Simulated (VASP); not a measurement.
# FeO (P-6m2) in VASP: a series of runs

Aim: see how the results for FeO move with the level of theory and the settings. Levels: PBEsol-based screened hybrid with 25 % exact exchange, PBE. Tasks: single point.

Everything below comes from runs of VASP 6.6.1. Logs are shortened: lines on timing, memory, paths and dates and some standing lists are left out, and cuts for length are marked.

## (1) The cell of the first run

Symmetry: P-6m2, No. 187, hexagonal system. Conventional cell: a = 2.903 Å, b = 2.903 Å, c = 2.833 Å, α = 90.00°, β = 90.00°, γ = 120.00°. Within 3.0 Å of Fe (site symmetry -6m2) lie 6 O at 2.19 Å and 8 Fe at 2.83 to 2.90 Å. O (site symmetry -6m2) has 6 Fe at 2.19 Å and 8 O at 2.83 to 2.90 Å within 3.0 Å.

## (2) Single point, PBEsol-based screened hybrid with 25 % exact exchange, collinear spin, ferromagnetic start

The input, POSCAR:

```
FeO
1.0
    2.9029055100      0.0000000000      0.0000000000
   -1.4514527500      2.5139899200      0.0000000000
    0.0000000000      0.0000000000      2.8330919500
Fe O
1 1
Direct
    0.0000000000      0.0000000000      0.0000000000
    0.6666666667      0.3333333333      0.5000000000
```

The input, INCAR.step1:

```
SYSTEM = FeO
  PREC = Accurate
  ENCUT = 520
  EDIFF = 1E-5
  ISMEAR = -1
  SIGMA = 0.05
  LREAL = .False.
  LASPH = .True.
  NELM = 150
  ALGO = Normal
  ISIF = 2
  LWAVE = .True.
  LCHARG = .False.
  ISPIN = 2
  MAGMOM = 3 0
  LORBIT = 11
  LMAXMIX = 4
  GGA = PE
  NBANDS = 18
```

The input, INCAR.step2:

```
SYSTEM = FeO
  PREC = Accurate
  ENCUT = 520
  EDIFF = 1E-7
  ISMEAR = -1
  SIGMA = 0.05
  LREAL = .False.
  LASPH = .True.
  NELM = 150
  ALGO = Normal
  ISIF = 2
  LWAVE = .False.
  LCHARG = .False.
  ISPIN = 2
  MAGMOM = 3 0
  LORBIT = 11
  LMAXMIX = 4
  GGA = PS
  LHFCALC = .True.
  AEXX = 0.25
  HFSCREEN = 0.207
  PRECFOCK = Normal
  ISTART = 1
  NBANDS = 18
```

The input, KPOINTS:

```
regular mesh
0
Gamma
  5 5 5
  0 0 0
```

Potentials or basis: VASP PAW PBE potentials, release 64 (Fe, O).

Run with:

```
$ cat potpaw_PBE.64/Fe/POTCAR potpaw_PBE.64/O/POTCAR > POTCAR
$ cp INCAR.step1 INCAR
$ mpirun -np 1 vasp_std > vasp.out
$ cp INCAR.step2 INCAR
$ mpirun -np 1 vasp_std > vasp.out
```

OUTCAR:

```text
SYSTEM = FeO
   PREC = Accurate
   ENCUT = 520
   EDIFF = 1E-7
   ISMEAR = -1
   LREAL = .False.
   LASPH = .True.
   NELM = 150
   ISIF = 2
   ISPIN = 2
   LORBIT = 11
   GGA = PS
   LHFCALC = .True.
   AEXX = 0.25
   HFSCREEN = 0.207
   PRECFOCK = Normal
   ISTART = 1

 ion  position               nearest neighbor table
   1  0.000  0.000  0.000-   2 2.19   2 2.19   2 2.19   2 2.19   2 2.19   2 2.19
   2  0.667  0.333  0.500-   1 2.19   1 2.19   1 2.19   1 2.19   1 2.19   1 2.19

  LATTYP: Found a hexagonal cell.
 ALAT       =     2.9029055100
 C/A-ratio  =     0.9759504539

  Lattice vectors:

 A1 = (   2.9029055100,   0.0000000000,   0.0000000000)
 A2 = (  -1.4514527500,   2.5139899200,   0.0000000000)
 A3 = (   0.0000000000,   0.0000000000,   2.8330919500)

Analysis of symmetry for initial positions (statically):
=====================================================================
 Subroutine PRICEL returns:
 Original cell was already a primitive cell.

 Routine SETGRP: Setting up the symmetry group for a
 hexagonal supercell.

 Subroutine GETGRP returns: Found 12 space group operations
 (whereof 12 operations were pure point group operations)
 out of a pool of 24 trial point group operations.

The static configuration has the point symmetry D_3h.

Analysis of symmetry for dynamics (positions and initial velocities):
=====================================================================
 Subroutine PRICEL returns:
 Original cell was already a primitive cell.

 Routine SETGRP: Setting up the symmetry group for a
 hexagonal supercell.

 Subroutine GETGRP returns: Found 12 space group operations
 (whereof 12 operations were pure point group operations)
 out of a pool of 24 trial point group operations.

The dynamic configuration has the point symmetry D_3h.

Analysis of structural, dynamic, and magnetic symmetry:
=====================================================================
 Subroutine PRICEL returns:
 Original cell was already a primitive cell.

 Routine SETGRP: Setting up the symmetry group for a
 hexagonal supercell.

 Subroutine GETGRP returns: Found 12 space group operations
 (whereof 12 operations were pure point group operations)
 out of a pool of 24 trial point group operations.

The overall configuration has the point symmetry D_3h.

 Subroutine INISYM returns: Found 12 space group operations
 (whereof 12 operations are pure point group operations),
 and found     1 'primitive' translations

----------------------------------------------------------------------------------------

                                     Primitive cell

  volume of cell :      20.6756

  direct lattice vectors                    reciprocal lattice vectors
     2.902905510  0.000000000  0.000000000     0.344482449  0.198887034  0.000000000
    -1.451452750  2.513989920  0.000000000     0.000000000  0.397774069  0.000000000
     0.000000000  0.000000000  2.833091950     0.000000000  0.000000000  0.352971248

  length of vectors
     2.902905510  2.902905511  2.833091950     0.397774069  0.397774069  0.352971248

  position of ions in fractional coordinates (direct lattice)
     0.000000000  0.000000000  0.000000000
     0.666666667  0.333333333  0.500000000

  ion indices of the primitive-cell ions
   primitive index   ion index
                 1           1
                 2           2

----------------------------------------------------------------------------------------

 KPOINTS: regular mesh

Automatic generation of k-mesh.
 Grid dimensions read from file:
 generate k-points for:    5    5    5

 Generating k-lattice:

  Cartesian coordinates                     Fractional coordinates (reciprocal lattice)
     0.068896490  0.039777407  0.000000000     0.200000000  0.000000000  0.000000000
     0.000000000  0.079554814  0.000000000     0.000000000  0.200000000  0.000000000
     0.000000000  0.000000000  0.070594250     0.000000000  0.000000000  0.200000000

  Length of vectors
     0.079554814  0.079554814  0.070594250

  Shift w.r.t. Gamma in fractional coordinates (k-lattice)
     0.000000000  0.000000000  0.000000000

 Subroutine IBZKPT returns following result:
 ===========================================

 Found     15 irreducible k-points:

 Following reciprocal coordinates:
            Coordinates               Weight
  0.000000  0.000000  0.000000      1.000000
  0.200000 -0.000000  0.000000      6.000000
  0.400000  0.000000  0.000000      6.000000
  0.200000  0.200000  0.000000      6.000000
  0.400000  0.200000  0.000000      6.000000
  0.000000  0.000000  0.200000      2.000000
  0.200000 -0.000000  0.200000     12.000000
  0.400000  0.000000  0.200000     12.000000
  0.200000  0.200000  0.200000     12.000000
  0.400000  0.200000  0.200000     12.000000
  0.000000  0.000000  0.400000      2.000000
  0.200000 -0.000000  0.400000     12.000000
  0.400000  0.000000  0.400000     12.000000
  0.200000  0.200000  0.400000     12.000000
  0.400000  0.200000  0.400000     12.000000
   k-points           NKPTS =     15   k-points in BZ     NKDIM =    125   number of bands    NBANDS=     18
   number of dos      NEDOS =    301   number of ions     NIONS =      2
   total plane-waves  NPLWV =  13824
   dimension x,y,z NGX =    24 NGY =   24 NGZ =   24
   dimension x,y,z NGXF=    48 NGYF=   48 NGZF=   48
   ions per type =               1   1
   NGX,Y,Z   is equivalent  to a cutoff of  13.74, 13.74, 14.08 a.u.
   NGXF,Y,Z  is equivalent  to a cutoff of  27.49, 27.49, 28.17 a.u.
 SYSTEM =  FeO
   PREC   = accura    normal or accurate (medium, high low for compatibility)
   ISTART =      1    job   : 0-new  1-cont  2-samecut
   ICHARG =      0    charge: 1-file 2-atom 10-const
   ISPIN  =      2    spin polarized calculation?
   LNONCOLLINEAR =      F non collinear calculations
   LSORBIT =      F    spin-orbit coupling
   LASPH  =      T    aspherical Exc in radial PAW
   ENCUT  =  520.0 eV  38.22 Ry    6.18 a.u.   5.40  5.40  5.27*2*pi/ulx,y,z
   NELM   =    150;   NELMIN=  2; NELMDL=  0     # of ELM steps
   EDIFF  = 0.1E-06   stopping-criterion for ELM
   LREAL  =      F    real-space projection
   EDIFFG = 0.1E-05   stopping-criterion for IOM
   NSW    =      0    number of steps for IOM
   IBRION =     -1    ionic relax: 0-MD 1-quasi-New 2-CG
   NFREE  =      0    steps in history (QN), initial steepest desc. (CG)
   ISIF   =      2    stress and relaxation
   ISYM   =      3    0-nonsym 1-usesym 2-fastsym
   POTIM  = 0.5000    time-step for ionic-motion
   TEBEG  =    0.0;   TEEND  =   0.0 temperature during run
   PSTRESS=    0.0 pullay stress
   NELECT =      14.0000    total number of electrons
   NUPDOWN=      -1.0000    fix difference up-down
   EMIN   =  10.00;   EMAX   =-10.00  energy-range for DOS
   EFERMI =   0.00;   METHOD = LEGACY
   ISMEAR =    -1;   SIGMA  =   0.05  broadening in eV -4-tet -1-fermi 0-gaus
   EFERMI_NEDOS =   21; number of points for ismear=-14 and -15
   IALGO  =     38    algorithm
   IMIX   =      1    mixing-type and parameters
     AMIX     =   0.40;   BMIX     =  1.00
     AMIX_MAG =   1.60;   BMIX_MAG =  1.00
  volume/ion in A,a.u.               =      10.34        69.76
  Fermi-wavevector in a.u.,A,eV,Ry     =   1.437579  2.716631 28.118266  2.066634
  Thomas-Fermi vector in A             =   2.556641
   LORBIT       =     11    0 simple, 1 ext, 2 COOP (PROOUT), +10 PAW based schemes
   GGA     = PS    functional components
   LHFCALC =     T    Hartree Fock is set to
   PRECFOCK=normal    Normal, Fast or Accurate (Low or Medium for compatibility)
   ENCUT4O =  -1.0   cutoff for four orbital integrals eV
   NKREDX  =     1    reduce k-point grid by
   NKREDY  =     1    reduce k-point grid by
   NKREDZ  =     1    reduce k-point grid by
   AEXX    =    0.2500 exact exchange contribution
   HFSCREEN=    0.2070 screening length (either q_TF or 0.3 A-1)
   HFSCREENC=   0.2070 screening length for correlation (either q_TF or 0.3 A-1)
   ENCUTFOCK=  -1.0 apply spherical cutoff to Coloumb kernel
   IVDW    =     0    specifies the selected vdW correction
   LEPSILON=     F    determine dielectric tensor
   LRPA    =     F    only Hartree local field effects (RPA)
 spin polarized calculation
  energy-cutoff  :      520.00
  volume of cell :       20.68
 maximum number of plane-waves:       575
 NGX is ok and might be reduce to    24
  NGX = 18; NGY = 18; NGZ = 16

 number of electron      14.0000004 magnetization       4.0152076

 Free energy of the ion-electron system (eV)
  ---------------------------------------------------
  ext. energy  EPLUGINS =         0.00000000
  ---------------------------------------------------
  free energy    TOTEN  =       -21.78654355 eV

  energy without entropy =      -21.78578649  energy(sigma->0) =      -21.78616502

 E-fermi :   5.7626     XC(G=0): -10.0111

 val. band max:        5.6145337509   @ k =   0.0000   0.0000   0.0000
 cond. band min:       5.7636922503   @ k =   0.0000   0.0000   0.4000
 fundamental gap:      0.1491584993
 Fermi energy:         5.7626438711

 spin component 1

 k-point     1 :       0.0000    0.0000    0.0000
  band No.  band energies     occupation
      1     -17.3409      1.00000
      2      -2.2361      1.00000
      3      -2.2361      1.00000
      4      -1.9216      1.00000
      5      -0.7975      1.00000
      6      -0.7975      1.00000
[... 10 lines left out ...]
     17      30.9649      0.00000
     18      35.3472      0.00000

 k-point     2 :       0.2000   -0.0000    0.0000
  band No.  band energies     occupation
      1     -16.9878      1.00000
      2      -2.8792      1.00000
      3      -1.8685      1.00000
      4      -1.7046      1.00000
      5      -1.6866      1.00000
      6      -0.8419      1.00000
[... 10 lines left out ...]
     17      31.8943      0.00000
     18      34.1832      0.00000
[... 253 lines left out ...]
 k-point    15 :       0.4000    0.2000    0.4000
  band No.  band energies     occupation
      1     -15.8007      1.00000
      2      -3.8334      1.00000
      3      -3.4429      1.00000
      4      -1.8219      1.00000
      5      -1.1138      1.00000
      6      -0.3525      1.00000
[... 10 lines left out ...]
     17      37.2602      0.00000
     18      38.2040      0.00000
 Fermi energy:         5.7626438711

 spin component 2

 k-point     1 :       0.0000    0.0000    0.0000
  band No.  band energies     occupation
      1     -16.6502      1.00000
      2       1.1514      1.00000
      3       1.1514      1.00000
      4       1.3011      1.00000
      5       2.5578      1.00000
      6       6.6250      0.00000
[... 10 lines left out ...]
     17      32.3128      0.00000
     18      35.6012      0.00000

 k-point     2 :       0.2000   -0.0000    0.0000
  band No.  band energies     occupation
      1     -16.2702      1.00000
      2      -0.7157      1.00000
      3       1.1219      1.00000
      4       1.1840      1.00000
      5       3.0364      1.00000
      6       6.9124      0.00000
[... 10 lines left out ...]
     17      32.2195      0.00000
     18      35.1669      0.00000
[... 253 lines left out ...]
 k-point    15 :       0.4000    0.2000    0.4000
  band No.  band energies     occupation
      1     -14.9483      1.00000
      2      -1.7720      1.00000
      3      -1.5104      1.00000
      4      -0.0854      1.00000
      5       4.6868      1.00000
      6       6.8053      0.00000
[... 10 lines left out ...]
     17      37.6955      0.00000
     18      38.9361      0.00000

------------------------ aborting loop because EDIFF is reached ----------------------------------------

  FORCE on cell =-STRESS in cart. coord.  units (eV):
  Direction    XX          YY          ZZ          XY          YZ          ZX
  --------------------------------------------------------------------------------------
  -------------------------------------------------------------------------------------
  Total       -2.3691824     -2.3691825     -3.7686044     -0.0000000     -0.0000000      0.0000000
  in kB     -183.5912533   -183.5912538   -292.0344151     -0.0000004     -0.0000000      0.0000000
  external PRESSURE =    -219.7389741 kB  Pullay stress =       0.0000000 kB

 VOLUME and BASIS-vectors are now :
 -----------------------------------------------------------------------------
  energy-cutoff  :      520.00
  volume of cell :       20.68
      direct lattice vectors                 reciprocal lattice vectors
     2.902905510  0.000000000  0.000000000     0.344482449  0.198887034  0.000000000
    -1.451452750  2.513989920  0.000000000     0.000000000  0.397774069  0.000000000
     0.000000000  0.000000000  2.833091950     0.000000000  0.000000000  0.352971248

 POSITION                                       TOTAL-FORCE (eV/Angst)
 -----------------------------------------------------------------------------------
      0.00000      0.00000      0.00000         0.000000      0.000000      0.000000
      1.45145      0.83800      1.41655        -0.000000     -0.000000      0.000000
 -----------------------------------------------------------------------------------
    total drift:                               -0.000001     -0.000000     -0.000000

  FREE ENERGIE OF THE ION-ELECTRON SYSTEM (eV)
  ---------------------------------------------------
  free  energy   TOTEN  =       -21.7865435536 eV

  energy  without entropy=      -21.7857864881  energy(sigma->0) =      -21.78616502

 total charge

# of ion       s       p       d       tot
------------------------------------------
    1        0.295   0.377   5.965   6.637
    2        1.555   3.433   0.000   4.987
--------------------------------------------------
tot          1.850   3.810   5.965  11.625

 magnetization (x)

# of ion       s       p       d       tot
------------------------------------------
    1        0.001  -0.012   3.721   3.711
    2        0.027   0.266   0.000   0.293
--------------------------------------------------
tot          0.028   0.254   3.721   4.004
```

It took 57 min on 1 thread of AMD EPYC 7R43 (Zen 3), shared host; peak memory 0.23 GiB.

Results:

| Item | Value |
| --- | --- |
| Free energy | -21.7865 eV |
| Pressure | -22.0 GPa |
| Band gap on the k mesh | zero (filled and empty bands overlap) |
| Net moment | 4.02 μB per cell |
| Site moments | Fe +3.71; O +0.29 μB |
| Valence electrons inside the program's atomic spheres | Fe 6.64; O 4.99 |

Levels at points of the mesh, in eV from the Fermi level:
Spin up:
```tsv
k point	band 7	band 8	band 9	band 10	band 11	band 12
(0.00, 0.00, 0.00)	-5.28	-3.38	-3.38	-0.15	13.70	15.70
```
Spin down:
```csv
k point,band 1,band 2,band 3,band 4,band 5,band 6,band 7,band 8,band 9,band 10
"(0.00, 0.00, 0.00)",-22.41,-4.61,-4.61,-4.46,-3.20,0.86,1.80,1.80,2.39,2.39
```

Caveat: the k points lie up to 0.50 Å⁻¹ apart; the PAW data sets were made with another functional, which shifts forces and pressure a little; a cell with one magnetic atom can't hold antiferromagnetic order, which such compounds often take.

## (3) Single point, PBE, collinear spin, ferromagnetic start

This run uses another cell than the first one, of 10.96 Å³/atom.

The input, INCAR:

```
PREC = Accurate
ENCUT = 1340
EDIFF = 1E-6
ISMEAR = -1
SIGMA = 0.05
LREAL = F
LASPH = T
NELM = 200
ALGO = Normal
ISIF = 2
LWAVE = F
LCHARG = F
ISPIN = 2
MAGMOM = 3 0
LORBIT = 11
LMAXMIX = 4
GGA = PE
NBANDS = 22
GGA_COMPAT = F
```

The input, KPOINTS:

```
regular mesh
0
Gamma
  10 10 9
```

The input, POSCAR:

```
FeO
1.0
    2.9598396803      0.0000000000      0.0000000000
   -1.4799198350      2.5632963579      0.0000000000
    0.0000000000      0.0000000000      2.8886568793
Fe O
1 1
Direct
    0.0000000000      0.0000000000      0.0000000000
    0.6666666667      0.3333333333      0.5000000000
```

Potentials or basis: VASP PAW PBE potentials, release 64 (Fe_sv, O_h).

Run with:

```
$ cat potpaw_PBE.64/Fe_sv/POTCAR potpaw_PBE.64/O_h/POTCAR > POTCAR
$ mpirun -np 1 vasp_std > vasp.out
```

It took 3.6 min on 1 thread of Intel Xeon Platinum 8259CL at 2.50GHz (Skylake/Cascade Lake), shared host; peak memory 0.38 GiB.

Results (log left out):

| Property | Result |
| --- | --- |
| Free energy | -14.9657 eV |
| Pressure | -18.6 GPa |
| Band gap on the k mesh | zero (filled and empty bands overlap) |
| Net moment | 4.00 μB per cell |
| Site moments | Fe +3.48; O +0.26 μB |
| Valence electrons inside the program's atomic spheres | Fe 13.56; O 3.32 |

Stress tensor (GPa, compression positive):
```
-16.24   0.00   0.00
  0.00 -16.24   0.00
  0.00   0.00 -23.42
```

Levels at points of the mesh, in eV from the Fermi level:
Spin up:
```
           k point  band 11  band 12  band 13  band 14  band 15  band 16
(0.00, 0.00, 0.00)    -2.88    -1.15    -1.15    -0.11    13.52    15.02
(0.50, 0.00, 0.00)    -2.22    -2.21    -0.76     4.67     7.47    13.67
```
Spin down:
```tsv
k point	band 6	band 7	band 8	band 9	band 10	band 11	band 12	band 13
(0.00, 0.00, 0.00)	-3.00	-3.00	-2.81	-1.70	0.80	1.21	1.21	1.29
(0.50, 0.00, 0.00)	-6.49	-3.34	-2.88	-1.25	1.00	1.03	1.26	2.16
```

Caveat: the stress differs along the axes, from -23 to -16 GPa; a cell with one magnetic atom can't hold antiferromagnetic order, which such compounds often take; semilocal functionals often make such compounds metallic where correlation or magnetic order opens a gap, which also shifts bond lengths.

The gap in the log of VASP goes by the Fermi energy; the results here count the filled bands.